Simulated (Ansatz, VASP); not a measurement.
# Li3AsF6: VASP beside Ansatz

```
Li As F
1.0
    -0.10858    3.99580    4.05829
     3.99580   -0.10858    4.05829
     3.88722    3.88722    0.00000
Li As F
3 1 6
Direct
  0.35674 0.35674 0.14326
  0.64326 0.64326 0.85674
  0.50000 0.50000 0.50000
  0.00000 0.00000 0.00000
  0.24623 0.24623 0.75377
  0.28598 0.71402 0.77565
  0.75377 0.75377 0.24623
  0.28598 0.71402 0.22435
  0.71402 0.28598 0.77565
  0.71402 0.28598 0.22435
```

Alike in both runs: functional PBEsol; k mesh 6 × 6 × 6; occupations gaussian, width 0.05 eV; no spin polarisation.

Ansatz relaxed the structure, and its values are those at the end. VASP's run is a single point on that final structure, the one shown.

```csv
,VASP,Ansatz
version,VASP 6.6.1,Ansatz 0.2.0
potentials or method,"VASP PAW PBE potentials, release 64 (Li_sv, As, F), cutoff 520 eV","scalar-relativistic, plane waves, PAW"
valence electrons in the cell,56,66
```

```tsv
	VASP	Ansatz	Ansatz less VASP
gap on the k mesh at the Fermi level (eV)	3.46	3.47	+0.009
least direct gap on the mesh (eV)	4.03	4.04	+0.008
rms of the force components (eV/Å)	0.011	0.000	-0.0109
```

VASP's potentials were made for PBE, not for PBEsol. The functional is the same, so the differences come from potentials, cutoffs and numerics. VASP's potentials hold 56 valence electrons a cell and Ansatz's 66, so a difference there can come from the potentials and not from the codes.

Noted on VASP's run: the cutoff is short for stress, so the pressure is rough.
